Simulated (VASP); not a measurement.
Set up this calculation in VASP 6.6.1, as the native input.

```yaml
Task: single point
Functional: PBE
Dispersion: D3(BJ)
Potentials_or_basis: VASP PAW PBE potentials, release 64 (O, C, H)
Cutoff: 520 eV
k_mesh: 1 × 1 × 1
Occupations: fermi-dirac, width 0.02 eV
Spin: no spin polarisation
Dipole_correction: no
Further_INCAR_settings: LREAL = Auto; ALGO = Normal; EDIFF = 1e-06; NBANDS = 64
```

The structure of H6C2O lies in POSCAR:

```
H6C2O
1.0
    7.3483620000      0.0000000000      0.0000000000
    0.0000000000      7.3483620000      0.0000000000
    0.0000000000      0.0000000000      7.3483620000
O C H
4 8 24
Direct
    1.0124024919      0.2809061394      0.7692054365
    0.5782104910      0.4384106281      0.3229563269
    0.9753738316      0.8013758712     -0.0493035046
    0.7971028101      0.0495756741      0.3321420474
    0.9978142068      0.2298607499      0.6119322918
    0.5388411730      0.2946234821      0.3976668542
    0.8330155754      0.7343813492      0.0170242021
    0.8999556636      0.0746969189      0.1953632660
    0.4684989662      0.7367900493      0.6271873922
    0.5669834992      0.1410110171      0.8347302433
    0.1837960623      0.4317424754      0.1434061087
    0.0036606798      0.6778789613      0.4910346006
    0.9089644740      0.3150225860      0.5103586350
    1.0423683537      0.0920477244      0.5722227620
    0.4019671323      0.2759662630      0.4711934442
    0.6247514752      0.1707319264      0.3898419811
    0.8261160787      0.5787276130      0.0301699889
    0.7138597690      0.8281573499      0.0631841491
    0.8808765817      0.0942795143      0.0454795232
    1.0460834673      0.0688044492      0.2311399466
    0.5557837243      0.7422470477      0.7520587581
    0.4261493922      0.8794749088      0.6248331261
    0.3454375274      0.6670874407      0.6591264829
    0.5383920934      0.6690878865      0.5075825061
    0.5937241524      0.0033340764      0.9156734521
    0.6327940839      0.2479328046      0.9149249860
    0.4266801227      0.1621721957      0.7973069372
    0.6647740000      0.1209249082      0.7188540793
    0.2620175762      0.3200168963      0.1298928931
    0.0729822510      0.4113705884      0.2325416195
    0.1104327740      0.4485761589      0.0042050188
    0.2687265543      0.5485031902      0.1851569098
    0.0197731141      0.8146033089      0.4390094010
   -0.0553864929      0.6052233137      0.3655508534
   -0.0988519618      0.6477634063      0.5948672643
    0.1390241798      0.6278950329      0.4882040379
```

These files were run (other wordings do the same):

INCAR

```
PREC = Accurate
ENCUT = 520
EDIFF = 1E-6
ISMEAR = -1
SIGMA = 0.02
LREAL = Auto
LASPH = True
NELM = 80
ALGO = Normal
ISIF = 2
LWAVE = False
LCHARG = False
GGA = PE
IVDW = 12
NBANDS = 64
```

KPOINTS

```
regular mesh
0
Gamma
  1 1 1
```

Potentials or basis: VASP PAW PBE potentials, release 64 (O, C, H).

Run with:

```bash
$ cat potpaw_PBE.64/O/POTCAR potpaw_PBE.64/C/POTCAR potpaw_PBE.64/H/POTCAR > POTCAR
$ mpirun -np 1 vasp_gam > vasp.out
```

It gave:

```json
{
 "Pressure": "-0.8 GPa",
 "Largest force": "4.336 eV/Å",
 "Band gap on the k mesh": "2.62 eV",
 "Dispersion energy per atom": "-0.040 eV"
}
```

Caveat: the k points lie up to 0.86 Å⁻¹ apart.

It took 32 s on 1 thread of Intel(R) Xeon(R) 6975P-C (Granite Rapids) (shared host), peak memory 0.38 GiB.
